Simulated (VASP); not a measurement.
# Si (I4_1/amd) in VASP: notebook

The runs below take Si through single point, with r2SCAN.

Everything below comes from runs of VASP 6.6.1. Logs are shortened: lines on timing, memory, paths and dates and some standing lists are left out, and cuts for length are marked.

## (1) The cell of the first run

It takes space group I4_1/amd (No. 141, tetragonal). The conventional cell has a = 4.743 Å, b = 4.743 Å, c = 2.526 Å, α = 90.00°, β = 90.00°, γ = 90.00°. Within 3.2 Å of Si (site symmetry -4m2) lie 10 Si at 2.45 to 3.04 Å.

## (2) Single point, r2SCAN (strain +0.000 along x and y, -0.050 along z)

The input, POSCAR:

```
Si
1.0
   -2.3713723045      2.3713723045      1.2628021204
    2.3713723045     -2.3713723045      1.2628021204
    2.3713723045      2.3713723045     -1.2628021204
Si
2
Direct
    0.2500000000      0.7500000000      0.5000000000
    0.5000000000      0.5000000000      0.0000000000
```

The input, INCAR.step1:

```
SYSTEM = Si
ALGO = Normal ; EDIFF = 1E-4
ENCUT = 520 ; GGA = PE
ISMEAR = 0 ; LASPH = .TRUE.
LCHARG = .FALSE. ; LREAL = .FALSE.
LWAVE = .TRUE. ; NBANDS = 11
NELM = 60 ; PREC = Accurate
SIGMA = 0.15
```

The input, INCAR.step2:

```
SYSTEM = Si
ALGO = Normal ; EDIFF = 1E-7
ENCUT = 520 ; ISIF = 2
ISMEAR = 0 ; ISTART = 1
LASPH = .TRUE. ; LCHARG = .FALSE.
LMIXTAU = .TRUE. ; LREAL = .FALSE.
LWAVE = .FALSE. ; METAGGA = R2SCAN
NBANDS = 11 ; NELM = 60
PREC = Accurate ; SIGMA = 0.15
```

The input, KPOINTS:

```
k-points
0
G
  20 20 20
  0 0 0
```

Potentials or basis: VASP PAW PBE potentials, release 64 (Si).

Run with:

```
$ cat potpaw_PBE.64/Si/POTCAR > POTCAR
$ cp INCAR.step1 INCAR
$ mpirun -np 1 vasp_std > vasp.out
$ cp INCAR.step2 INCAR
$ mpirun -np 1 vasp_std > vasp.out
```

OUTCAR:

```text
SYSTEM = Si
   EDIFF = 1E-7
   ENCUT = 520
   ISIF = 2
   ISMEAR = 0
   ISTART = 1
   LASPH = .TRUE.
   LREAL = .FALSE.
   METAGGA = R2SCAN
   NELM = 60
   PREC = Accurate

 ion  position               nearest neighbor table
   1  0.250  0.750  0.500-   2 2.45   2 2.45   2 2.45   2 2.45   2 3.04   2 3.04   2 3.04   2 3.04

   2  0.500  0.500  0.000-   1 2.45   1 2.45   1 2.45   1 2.45   1 3.04   1 3.04   1 3.04   1 3.04

  LATTYP: Found a body centered tetragonal cell.
 ALAT       =     4.7427446090
 C/A-ratio  =     0.5325195533

  Lattice vectors:

 A1 = (  -2.3713723045,   2.3713723045,   1.2628021204)
 A2 = (   2.3713723045,  -2.3713723045,   1.2628021204)
 A3 = (   2.3713723045,   2.3713723045,  -1.2628021204)

Analysis of symmetry for initial positions (statically):
=====================================================================
 Subroutine PRICEL returns:
 Original cell was already a primitive cell.

 Routine SETGRP: Setting up the symmetry group for a
 body centered tetragonal supercell.

 Subroutine GETGRP returns: Found 16 space group operations
 (whereof  8 operations were pure point group operations)
 out of a pool of 16 trial point group operations.

The static configuration has the point symmetry D_2d.
 The point group associated with its full space group is D_4h.

Analysis of symmetry for dynamics (positions and initial velocities):
=====================================================================
 Subroutine PRICEL returns:
 Original cell was already a primitive cell.

 Routine SETGRP: Setting up the symmetry group for a
 body centered tetragonal supercell.

 Subroutine GETGRP returns: Found 16 space group operations
 (whereof  8 operations were pure point group operations)
 out of a pool of 16 trial point group operations.

The dynamic configuration has the point symmetry D_2d.
 The point group associated with its full space group is D_4h.

 Subroutine INISYM returns: Found 16 space group operations
 (whereof  8 operations are pure point group operations),
 and found     1 'primitive' translations

----------------------------------------------------------------------------------------

                                     Primitive cell

  volume of cell :      28.4050

  direct lattice vectors                    reciprocal lattice vectors
    -2.371372304  2.371372304  1.262802120     0.000000000  0.210848376  0.395944853
     2.371372304 -2.371372304  1.262802120     0.210848376  0.000000000  0.395944853
     2.371372304  2.371372304 -1.262802120     0.210848376  0.210848376  0.000000000

  length of vectors
     3.583501417  3.583501417  3.583501417     0.448585961  0.448585961  0.298184633

  position of ions in fractional coordinates (direct lattice)
     0.250000000  0.750000000  0.500000000
     0.500000000  0.500000000  0.000000000

  ion indices of the primitive-cell ions
   primitive index   ion index
                 1           1
                 2           2

----------------------------------------------------------------------------------------

 KPOINTS: k-points

Automatic generation of k-mesh.
 Grid dimensions read from file:
 generate k-points for:   20   20   20

 Generating k-lattice:

  Cartesian coordinates                     Fractional coordinates (reciprocal lattice)
     0.000000000  0.010542419  0.019797243     0.050000000  0.000000000  0.000000000
     0.010542419  0.000000000  0.019797243     0.000000000  0.050000000  0.000000000
     0.010542419  0.010542419  0.000000000     0.000000000  0.000000000  0.050000000

  Length of vectors
     0.022429298  0.022429298  0.014909232

  Shift w.r.t. Gamma in fractional coordinates (k-lattice)
     0.000000000  0.000000000  0.000000000

 Subroutine IBZKPT returns following result:
 ===========================================

 Found    641 irreducible k-points:

 Following reciprocal coordinates:
            Coordinates               Weight
  0.000000  0.000000  0.000000      1.000000
  0.050000  0.000000  0.000000      8.000000
  0.100000 -0.000000  0.000000      8.000000
  0.150000  0.000000  0.000000      8.000000
  0.200000 -0.000000  0.000000      8.000000
  0.250000 -0.000000  0.000000      8.000000
[... 16 lines left out ...]
 -0.400000  0.050000  0.000000     16.000000
 -0.350000  0.050000  0.000000     16.000000
 [... further k-points ...]
   k-points           NKPTS =    641   k-points in BZ     NKDIM =    641   number of bands    NBANDS=     11
   number of dos      NEDOS =    301   number of ions     NIONS =      2
   total plane-waves  NPLWV =  21952
   dimension x,y,z NGX =    28 NGY =   28 NGZ =   28
   dimension x,y,z NGXF=    56 NGYF=   56 NGZF=   56
   ions per type =               2
   NGX,Y,Z   is equivalent  to a cutoff of  12.99, 12.99, 12.99 a.u.
   NGXF,Y,Z  is equivalent  to a cutoff of  25.98, 25.98, 25.98 a.u.
 SYSTEM =  Si
   PREC   = accura    normal or accurate (medium, high low for compatibility)
   ISTART =      1    job   : 0-new  1-cont  2-samecut
   ICHARG =      0    charge: 1-file 2-atom 10-const
   ISPIN  =      1    spin polarized calculation?
   LNONCOLLINEAR =      F non collinear calculations
   LSORBIT =      F    spin-orbit coupling
   LASPH  =      T    aspherical Exc in radial PAW
   ENCUT  =  520.0 eV  38.22 Ry    6.18 a.u.   6.66  6.66  6.66*2*pi/ulx,y,z
   NELM   =     60;   NELMIN=  2; NELMDL=  0     # of ELM steps
   EDIFF  = 0.1E-06   stopping-criterion for ELM
   LREAL  =      F    real-space projection
   EDIFFG = 0.1E-05   stopping-criterion for IOM
   NSW    =      0    number of steps for IOM
   IBRION =     -1    ionic relax: 0-MD 1-quasi-New 2-CG
   NFREE  =      0    steps in history (QN), initial steepest desc. (CG)
   ISIF   =      2    stress and relaxation
   ISYM   =      2    0-nonsym 1-usesym 2-fastsym
   POTIM  = 0.5000    time-step for ionic-motion
   TEBEG  =    0.0;   TEEND  =   0.0 temperature during run
   PSTRESS=    0.0 pullay stress
   NELECT =       8.0000    total number of electrons
   NUPDOWN=      -1.0000    fix difference up-down
   EMIN   =  10.00;   EMAX   =-10.00  energy-range for DOS
   EFERMI =   0.00;   METHOD = LEGACY
   ISMEAR =     0;   SIGMA  =   0.15  broadening in eV -4-tet -1-fermi 0-gaus
   EFERMI_NEDOS =   21; number of points for ismear=-14 and -15
   IALGO  =     38    algorithm
   IMIX   =      4    mixing-type and parameters
     AMIX     =   0.40;   BMIX     =  1.00
     AMIX_MAG =   1.60;   BMIX_MAG =  1.00
  volume/ion in A,a.u.               =      14.20        95.84
  Fermi-wavevector in a.u.,A,eV,Ry     =   1.073099  2.027864 15.667681  1.151542
  Thomas-Fermi vector in A             =   2.208889
   LORBIT       =      0    0 simple, 1 ext, 2 COOP (PROOUT), +10 PAW based schemes
   METAGGA = R2SCAN    functional components
   LHFCALC =     F    Hartree Fock is set to
   AEXX    =    0.0000 exact exchange contribution
   IVDW    =     0    specifies the selected vdW correction
   LEPSILON=     F    determine dielectric tensor
   LRPA    =     F    only Hartree local field effects (RPA)
 non-spin polarized calculation
 Gauss-broadening in eV      SIGMA  =   0.15
  energy-cutoff  :      520.00
  volume of cell :       28.40
 maximum number of plane-waves:       786
   NGX = 13   NGY = 13   NGZ = 13

 number of electron       8.0000000 magnetization

 Free energy of the ion-electron system (eV)
  ---------------------------------------------------
  ext. energy  EPLUGINS =         0.00000000
  ---------------------------------------------------
  free energy    TOTEN  =       -16.62373835 eV

  energy without entropy =      -16.61571585  energy(sigma->0) =      -16.61972710

 E-fermi :  10.0769     XC(G=0): -11.8093

 val. band max:       10.0726194154   @ k =  -0.2000   0.4500   0.1000
 cond. band min:      10.0792759981   @ k =  -0.1000   0.1500   0.0500
 fundamental gap:      0.0066565827
 Fermi energy:        10.0768637771

 k-point     1 :       0.0000    0.0000    0.0000
  band No.  band energies     occupation
      1      -5.0860      2.00000
      2       6.9680      2.00000
      3       6.9680      2.00000
      4       7.7686      2.00000
      5      11.5269      0.00000
      6      18.2777      0.00000
      7      19.7753      0.00000
      8      19.7753      0.00000
      9      20.8399      0.00000
     10      21.6274      0.00000
     11      22.5540      0.00000

 k-point     2 :       0.0500    0.0000    0.0000
  band No.  band energies     occupation
      1      -5.0090      2.00000
      2       6.6893      2.00000
      3       6.9429      2.00000
      4       8.1776      2.00000
      5      11.6949      0.00000
      6      17.8625      0.00000
      7      19.4876      0.00000
      8      19.7590      0.00000
      9      20.0700      0.00000
     10      21.7397      0.00000
     11      22.7556      0.00000

 k-point     3 :       0.1000   -0.0000    0.0000
  band No.  band energies     occupation
      1      -4.7783      2.00000
      2       6.3180      2.00000
      3       6.8890      2.00000
      4       8.9327      2.00000
      5      12.1755      0.00000
      6      16.9823      0.00000
      7      17.8698      0.00000
      8      19.5965      0.00000
      9      19.6576      0.00000
     10      20.7239      0.00000
     11      22.6627      0.00000

 k-point     4 :       0.1500    0.0000    0.0000
  band No.  band energies     occupation
      1      -4.3944      2.00000
      2       6.0523      2.00000
      3       6.8512      2.00000
      4       9.8033      1.99009
      5      12.9146      0.00000
      6      15.8302      0.00000
      7      16.0934      0.00000
      8      18.5362      0.00000
      9      18.8971      0.00000
     10      20.0414      0.00000
     11      21.8161      0.00000
[... 239 lines left out ...]
 k-point    22 :      -0.4500    0.0500   -0.0000
  band No.  band energies     occupation
      1       0.0668      2.00000
      2       5.2696      2.00000
      3       6.2359      2.00000
      4       7.7699      2.00000
      5      10.1116      0.74323
      6      12.5645      0.00000
      7      14.7090      0.00000
      8      16.8241      0.00000
      9      18.3700      0.00000
     10      20.8258      0.00000
     11      23.8364      0.00000

 k-point    23 :      -0.4000    0.0500    0.0000
  band No.  band energies     occupation
      1      -1.0889      2.00000
      2       5.7012      2.00000
      3       7.0622      2.00000
      4       7.4227      2.00000
      5      11.0344      0.00000
      6      13.5421      0.00000
      7      14.8871      0.00000
      8      16.2508      0.00000
      9      17.9785      0.00000
     10      19.2461      0.00000
     11      23.3889      0.00000

 k-point    24 :      -0.3500    0.0500    0.0000
  band No.  band energies     occupation
      1      -2.1028      2.00000
      2       5.4012      2.00000
      3       7.0787      2.00000
      4       8.8745      2.00000
      5      12.0470      0.00000
      6      14.4954      0.00000
      7      14.6936      0.00000
      8      15.8211      0.00000
      9      17.7443      0.00000
     10      18.4485      0.00000
     11      22.6428      0.00000

 [... further k-points ...]
[... 5 lines left out ...]
  --------------------------------------------------------------------------------------
  -------------------------------------------------------------------------------------
  Total        1.3405959      1.3405959      2.0298600      0.0000000      0.0000000      0.0000000
  in kB       75.6159962     75.6159962    114.4937805      0.0000000      0.0000000      0.0000000
  external PRESSURE =      88.5752576 kB  Pullay stress =       0.0000000 kB

 VOLUME and BASIS-vectors are now :
 -----------------------------------------------------------------------------
  energy-cutoff  :      520.00
  volume of cell :       28.40
      direct lattice vectors                 reciprocal lattice vectors
    -2.371372304  2.371372304  1.262802120     0.000000000  0.210848376  0.395944853
     2.371372304 -2.371372304  1.262802120     0.210848376  0.000000000  0.395944853
     2.371372304  2.371372304 -1.262802120     0.210848376  0.210848376  0.000000000

 POSITION                                       TOTAL-FORCE (eV/Angst)
 -----------------------------------------------------------------------------------
      2.37137     -0.00000      0.63140        -0.000000      0.000000     -0.000000
      0.00000      0.00000      1.26280         0.000000     -0.000000      0.000000
 -----------------------------------------------------------------------------------
    total drift:                                0.000000      0.000000      0.000000

  FREE ENERGIE OF THE ION-ELECTRON SYSTEM (eV)
  ---------------------------------------------------
  free  energy   TOTEN  =       -16.6237383520 eV

  energy  without entropy=      -16.6157158532  energy(sigma->0) =      -16.61972710
```

Wall time 13 min (1 thread of Intel Xeon Platinum 8375C at 2.90GHz (Ice Lake), shared host); peak memory 0.28 GiB.

Results:

| Property | Result |
| --- | --- |
| Free energy | -16.6237 eV |
| Pressure | 8.9 GPa |
| Band gap on the k mesh | zero (bands 4 and 5 overlap by 6.95 eV) |

Caveat: the cell differs from its parent crystal (strain +0.000 along x and y, -0.050 along z); the cell stands under pressure; the PAW data sets were made with another functional, which shifts forces and pressure a little.

## (3) Single point, r2SCAN (strain -0.025 along x and y, +0.000 along z)

The input, POSCAR:

```
Si
1.0
   -2.3120879969      2.3120879969      1.3292653899
    2.3120879969     -2.3120879969      1.3292653899
    2.3120879969      2.3120879969     -1.3292653899
Si
2
Direct
    0.2500000000      0.7500000000      0.5000000000
    0.5000000000      0.5000000000      0.0000000000
```

The input, INCAR.step1:

```
SYSTEM = Si
ALGO = Normal
EDIFF = 1E-4
ENCUT = 520
GGA = PE
ISMEAR = 0
LASPH = .True.
LCHARG = .False.
LREAL = .False.
LWAVE = .True.
NBANDS = 11
NELM = 100
PREC = Accurate
SIGMA = 0.15
```

The input, INCAR.step2:

```
SYSTEM = Si
ALGO = Normal
EDIFF = 1E-6
ENCUT = 520
ISIF = 2
ISMEAR = 0
ISTART = 1
LASPH = .True.
LCHARG = .False.
LMIXTAU = .True.
LREAL = .False.
LWAVE = .False.
METAGGA = R2SCAN
NBANDS = 11
NELM = 100
PREC = Accurate
SIGMA = 0.15
```

The input, KPOINTS:

```
k-points
0
Gamma
  20 20 20
  0 0 0
```

Potentials or basis: VASP PAW PBE potentials, release 64 (Si).

Run with:

```
$ cat potpaw_PBE.64/Si/POTCAR > POTCAR
$ cp INCAR.step1 INCAR
$ mpirun -np 1 vasp_std > vasp.out
$ cp INCAR.step2 INCAR
$ mpirun -np 1 vasp_std > vasp.out
```

Wall time 11 min (1 thread of Intel Xeon Platinum 8375C at 2.90GHz (Ice Lake), shared host); peak memory 0.28 GiB.

The run converged. Its results:

* Free energy: -16.6144 eV
* Pressure: 9.9 GPa
* Band gap on the k mesh: zero (bands 4 and 5 overlap by 7.74 eV)

Stress tensor (GPa, compression positive):
```
12.09  0.00  0.00
 0.00 12.09  0.00
 0.00  0.00  5.57
```

Levels at points of the mesh, in eV from the Fermi level:
```tsv
k point	band 2	band 3	band 4	band 5	band 6	band 7
(0.00, 0.00, 0.00)	-2.66	-2.66	-1.10	1.67	7.88	9.68
(0.50, 0.00, 0.00)	-7.73	-2.33	-2.26	-1.42	0.95	5.25
(0.50, 0.50, 0.00)	-11.66	0.48	0.48	3.45	3.45	8.52
(0.50, 0.50, 0.50)	-8.74	-7.59	-7.59	5.38	5.38	15.25
```

Caveat: the cell differs from its parent crystal (strain -0.025 along x and y, +0.000 along z); the cell stands under pressure; the PAW data sets were made with another functional, which shifts forces and pressure a little.
